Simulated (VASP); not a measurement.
Cl2O (antifluorite type), 3 atoms in the cell. It takes space group Fm-3m (No. 225, cubic). Conventional cell: a = 6.060 Å, b = 6.060 Å, c = 6.060 Å, α = 90.00°, β = 90.00°, γ = 90.00°. Cl (site symmetry -43m) has 4 O at 2.62 Å and 6 Cl at 3.03 Å within 3.5 Å. O (site symmetry m-3m) has 8 Cl at 2.62 Å within 3.5 Å. 

```yaml
Program: VASP 6.6.1
Task: single point
Functional: PBE
Potentials_or_basis: VASP PAW PBE potentials, release 64 (Cl, O)
Cutoff: 600 eV
k_mesh: 31 × 31 × 31
Occupations: fermi-dirac, width 0.0612256 eV
Spin: no spin polarisation
Dipole_correction: no
Further_INCAR_settings: ALGO = Normal; EDIFF = 1e-06; NBANDS = 17
```

Potentials or basis: VASP PAW PBE potentials, release 64 (Cl, O).

Launch:

```sh
$ cat potpaw_PBE.64/Cl/POTCAR potpaw_PBE.64/O/POTCAR > POTCAR
$ mpirun -np 1 vasp_std > vasp.out
```

Hardware: 1 thread of Oxide Virtual Turin-like Processor, with other jobs on the host.

**Question.** How long does it take, and how much memory?

**Answer.** Wall time 20 min on 1 thread of Oxide Virtual Turin-like Processor (shared host), peak memory 0.78 GiB. Counts: scf iterations 20, k points 816.
